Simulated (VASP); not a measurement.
Set up this calculation in VASP 6.6.1, as the native input.

```yaml
Task: relaxation of cell and atoms
Functional: PBE
Dispersion: D3(BJ)
Potentials_or_basis: VASP PAW PBE potentials, release 64 (Te, Mo_sv)
Cutoff: 600 eV
k_mesh: 12 × 12 × 4
Occupations: gaussian, width 0.01 eV
Spin: no spin polarisation
Target_pressure: 10 GPa
Dipole_correction: no
Further_INCAR_settings: ALGO = Normal; EDIFF = 1e-06; IBRION = 2; EDIFFG = -0.008; NSW = 70; ISIF = 3
```

The structure of Te2Mo lies in POSCAR:

```
Te2Mo
1.0
    3.3534674495      0.0000000000      0.0000000000
   -1.6767337247      2.9041880020      0.0000000000
    0.0000000000      0.0000000000     12.9282593167
Te Mo
4 2
Direct
    0.3333333333      0.6666666667      0.1115803588
    0.6666666667      0.3333333333      0.6115934051
    0.6666666667      0.3333333333      0.8884196412
    0.3333333333      0.6666666667      0.3884065949
    0.3333333333      0.6666666667      0.7500069101
    0.6666666667      0.3333333333      0.2499930899
```

One way to write it, as run:

INCAR

```
SYSTEM = Te2Mo
PREC = Accurate
ENCUT = 600
EDIFF = 1E-6
ISMEAR = 0
SIGMA = 0.01
LREAL = .False.
LASPH = .True.
NELM = 100
ALGO = Normal
ISIF = 3
LWAVE = .False.
LCHARG = .False.
GGA = PE
IVDW = 12
IBRION = 2
NSW = 70
EDIFFG = -0.008
PSTRESS = 100.0
```

KPOINTS

```
regular mesh
0
Gamma
  12 12 4
  0 0 0
```

Potentials or basis: VASP PAW PBE potentials, release 64 (Te, Mo_sv).

Run with:

```console
$ cat potpaw_PBE.64/Te/POTCAR potpaw_PBE.64/Mo_sv/POTCAR > POTCAR
$ mpirun -np 1 vasp_std > vasp.out
```

It gave:

```json
{
  "Relaxed volume": "21.12 Å³/atom",
  "Relaxed cell": "a = 3.364 Å, b = 3.364 Å, c = 12.926 Å, α = 90.00°, β = 90.00°, γ = 120.00°",
  "Space group after relaxing (to 0.1 Å)": "P6_3/mmc (No. 194)",
  "Energy change on relaxing (the run minimises the enthalpy)": "-23.2 meV/atom",
  "Ionic steps": "14",
  "Pressure after relaxing": "10.0 GPa",
  "Band gap on the k mesh": "zero (bands 26 and 27 overlap by 0.10 eV)",
  "Dispersion energy per atom": "-0.635 eV"
}
```

Caveat: the cell is relaxed towards a set pressure, so the run minimises the enthalpy, not the energy; spin-orbit coupling is left out, which moves the levels of the heavy elements.

Run time: 27 min on 1 thread of Intel(R) Xeon(R) 6975P-C (Granite Rapids), on a shared host, peak memory 0.51 GiB.
